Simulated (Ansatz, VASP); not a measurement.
## One calculation of As, two programs

```
As
1.0
     2.97948   -0.10062    0.32377
    -0.10062    2.58301    0.26188
     0.32377    0.26188    2.54855
As
1
Cartesian
  1.6013 1.3721 1.5671
```

Alike in both runs: task single point; functional PBE-based screened hybrid; k mesh 5 × 5 × 6; occupations fermi-dirac, width 0.05 eV; no spin polarisation.

```csv
,VASP,Ansatz
version,VASP 6.6.1,Ansatz 0.2.0
potentials or method,"VASP PAW PBE potentials, release 64 (As)",Ansatz PAW
plane-wave cutoff (eV),520,420
valence electrons in the cell,5,15
```

|  | VASP | Ansatz | Ansatz less VASP |
| --- | --- | --- | --- |
| gap on the k mesh at the Fermi level (eV) | none | none | - |
| pressure (GPa) | 4.7 | 4.9 | +0.18 |
| traceless stress, the component that is largest in VASP (GPa) | -10.48 | -10.52 | -0.044 |

VASP's potentials were made for PBE, not for PBE-based screened hybrid. A gap of «none» marks a metal or a gap that the smearing closes. VASP's potentials hold 5 valence electrons a cell and Ansatz's 15, so a difference there can come from the potentials and not from the codes.

The k mesh is coarse, so the values compare programs but aren't converged.
